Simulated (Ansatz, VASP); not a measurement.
Two plane-wave programs on SnTe

File INCAR:

```
SYSTEM = SnTe
PREC = Accurate ; ENCUT = 520
EDIFF = 1E-6 ; ISMEAR = 0
SIGMA = 0.03 ; LREAL = .False.
LASPH = .True. ; NELM = 100
ALGO = Normal ; ISIF = 2
LWAVE = .False. ; LCHARG = .True.
GGA = PE ; LELF = .True.
LVHAR = .True. ; NBANDS = 17
```

File KPOINTS:

```
Automatic mesh
0
Gamma
  10 10 10
  0 0 0
```

POSCAR

```
SnTe
1.0
    0.0000000000      3.3143250000      2.9986750000
    3.3143250000      0.0000000000      2.9986750000
    3.3143250000      3.3143250000      0.0000000000
Sn Te
1 1
Direct
    0.0000000000      0.0000000000      0.0000000000
    0.5000000000      0.5000000000      0.5000000000
```

Input for Ansatz:

```yaml
crystal:
  lattice:
    - [0.0, 3.314325, 2.998675]
    - [3.314325, 0.0, 2.998675]
    - [3.314325, 3.314325, 0.0]
  atoms:
    - { symbol: Sn, position: [0.0, 0.0, 0.0] }
    - { symbol: Te, position: [0.5, 0.5, 0.5] }
basis:
  ecutwfc: 420
kpoints:
  mp_grid: { grid: [10, 10, 10] }
hamiltonian:
  xc: pbe
scf:
  occupations: { method: gaussian, width: 0.03 }
output:
  forces: true
  stress: true
  eigenvalues: true
```

Change from the starting cell: strain +0.050 along x and y, -0.050 along z, atoms carried along.

Alike in both runs: task single point; functional PBE; k mesh 10 × 10 × 10; occupations gaussian, width 0.03 eV; no spin polarisation.

|  | VASP | Ansatz |
| --- | --- | --- |
| version | VASP 6.6.1 | Ansatz 0.2.0 |
| potentials or method | VASP PAW PBE potentials, release 64 (Sn_d, Te), cutoff 520 eV | scalar-relativistic, plane waves, PAW |
| valence electrons in the cell | 20 | 30 |

```csv
,VASP,Ansatz,Ansatz less VASP
gap on the k mesh at the Fermi level (eV),0.26,0.26,+0.001
least direct gap on the mesh (eV),0.36,0.35,-0.002
pressure (GPa),1.2,1.3,+0.06
"traceless stress, the component that is largest in VASP (GPa)",8.79,8.78,-0.008
```

The functional is the same, so the differences come from potentials, cutoffs and numerics. VASP's potentials hold 20 valence electrons a cell and Ansatz's 30, so a difference there can come from the potentials and not from the codes.

Spin-orbit coupling is off throughout.
